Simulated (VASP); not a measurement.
Wanted: the native input for a VASP 6.6.1 run.

- Task: single point
- Functional: LDA
- Potentials or basis: VASP PAW LDA potentials, release 64 (F_h)
- Cutoff: 1010 eV
- k mesh: 1 × 1 × 1
- Occupations: fermi-dirac, width 0.05 eV
- Spin: no spin polarisation
- Dipole correction: no
- Further INCAR settings: ALGO = Normal; EDIFF = 1e-06; NBANDS = 14; NELMDL = -8

The structure of F2 lies in POSCAR:

```
F
1.0
    9.0000000000      0.0000000000      0.0000000000
    0.0000000000      9.5000000000      0.0000000000
    0.0000000000      0.0000000000     10.0000000000
F
2
Direct
    0.5000000000      0.5000000000      0.4307944168
    0.5000000000      0.5000000000      0.5692055832
```

The input as run:

INCAR

```
  ALGO = Normal
  EDIFF = 1E-6
  ENCUT = 1010
  GGA_COMPAT = F
  ISIF = 2
  ISMEAR = -1
  LASPH = T
  LCHARG = T
  LELF = T
  LREAL = F
  LVHAR = T
  LWAVE = F
  NBANDS = 14
  NELM = 120
  NELMDL = -8
  PREC = Accurate
  SIGMA = 0.05
```

KPOINTS

```
k-points
0
Gamma
  1 1 1
```

Potentials or basis: VASP PAW LDA potentials, release 64 (F_h).

Run with:

```console
$ cat potpaw_LDA.64/F_h/POTCAR > POTCAR
$ mpirun -np 1 vasp_gam > vasp.out
```

It gave:

```json
{"Largest force": "0.123 eV/Å", "Gap between the frontier levels": "3.79 eV"}
```

Run time: 73 s on 1 thread of Intel(R) Xeon(R) 6975P-C (Granite Rapids), with other jobs on the host, peak memory 0.97 GiB.
